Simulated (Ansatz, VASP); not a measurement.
SiC in VASP and in Ansatz

The input POSCAR:

```
SiC
1.0
    4.4699908202     -0.1628064343      0.0067004987
    0.1628064343     -4.1641414670     -0.1587316470
   -0.0067004987     -0.1587316470     -4.2384491634
Si C
4 4
Direct
   -0.0176329390      0.4868436277      0.5264813720
    0.4883706520     -0.0000666666      0.4970406243
    0.5233043616      0.4564389861      0.0180387474
    0.0243634070      0.0123620466     -0.0029221308
    0.7485278693      0.7523987969      0.7542099273
    0.2524563885      0.2575683294      0.7250432570
    0.2410070536      0.7704486629      0.2381141014
    0.7396032070      0.2640062170      0.2439941014
```

INCAR.step1

```
SYSTEM = SiC
PREC = Accurate ; ENCUT = 520
ISMEAR = 0 ; SIGMA = 0.05
LREAL = .False. ; LASPH = .True.
NELM = 80 ; NBANDS = 26
GGA = PE ; ALGO = Normal
EDIFF = 1E-4 ; LWAVE = .True.
LCHARG = .False.
```

The input INCAR.step2:

```
SYSTEM = SiC
PREC = Accurate ; ENCUT = 520
EDIFF = 1E-7 ; ISMEAR = 0
SIGMA = 0.05 ; LREAL = .False.
LASPH = .True. ; NELM = 80
ALGO = Normal ; ISIF = 2
LWAVE = .False. ; LCHARG = .False.
METAGGA = R2SCAN ; LMIXTAU = .True.
NBANDS = 26 ; ISTART = 1
```

File KPOINTS:

```
Automatic mesh
0
Gamma
  6 6 6
  0 0 0
```

Input for Ansatz:

```yaml
crystal:
  lattice:
    - [4.4699908202, -0.1628064343, 0.0067004987]
    - [0.1628064343, -4.164141467, -0.158731647]
    - [-0.0067004987, -0.158731647, -4.2384491634]
  atoms:
    - { symbol: Si, position: [-0.017632939, 0.4868436277, 0.526481372] }
    - { symbol: Si, position: [0.488370652, -6.66666e-05, 0.4970406243] }
    - { symbol: Si, position: [0.5233043616, 0.4564389861, 0.0180387474] }
    - { symbol: Si, position: [0.024363407, 0.0123620466, -0.0029221308] }
    - { symbol: C, position: [0.7485278693, 0.7523987969, 0.7542099273] }
    - { symbol: C, position: [0.2524563885, 0.2575683294, 0.725043257] }
    - { symbol: C, position: [0.2410070536, 0.7704486629, 0.2381141014] }
    - { symbol: C, position: [0.739603207, 0.264006217, 0.2439941014] }
basis:
  ecutwfc: 500
kpoints:
  mp_grid: { grid: [6, 6, 6] }
hamiltonian:
  xc: r2scan
scf:
  occupations: { method: gaussian, width: 0.05 }
output:
  forces: true
  stress: true
  eigenvalues: true
```

Change from the starting cell: all atoms moved at random (sigma 0.06 Å a component), cell strained at random (sigma 0.03).

Alike in both runs: task single point; functional r2SCAN; k mesh 6 × 6 × 6; occupations gaussian, width 0.05 eV; no spin polarisation.

|  | VASP | Ansatz |
| --- | --- | --- |
| version | VASP 6.6.1 | Ansatz 0.2.0 |
| potentials or method | VASP PAW PBE potentials, release 64 (Si, C), cutoff 520 eV | scalar-relativistic, plane waves, PAW |
| valence electrons in the cell | 32 | 32 |

Ansatz gave:

* gap on the k mesh at the Fermi level (eV): 0.44
* least direct gap on the mesh (eV): 0.44
* pressure (GPa): 27.6
* traceless stress, the component that is largest in VASP (GPa): 39.09
* rms of the force components (eV/Å): 4.855

**Question.** Estimate VASP's values.

**Answer.** gap on the k mesh at the Fermi level (eV): 0.44; least direct gap on the mesh (eV): 0.44; pressure (GPa): 27.2; traceless stress, the component that is largest in VASP (GPa): 38.95; rms of the force components (eV/Å): 4.809.

VASP's potentials were made for PBE, not for r2SCAN. Atom by atom the forces differ by 0.050 eV/Å (rms over components).
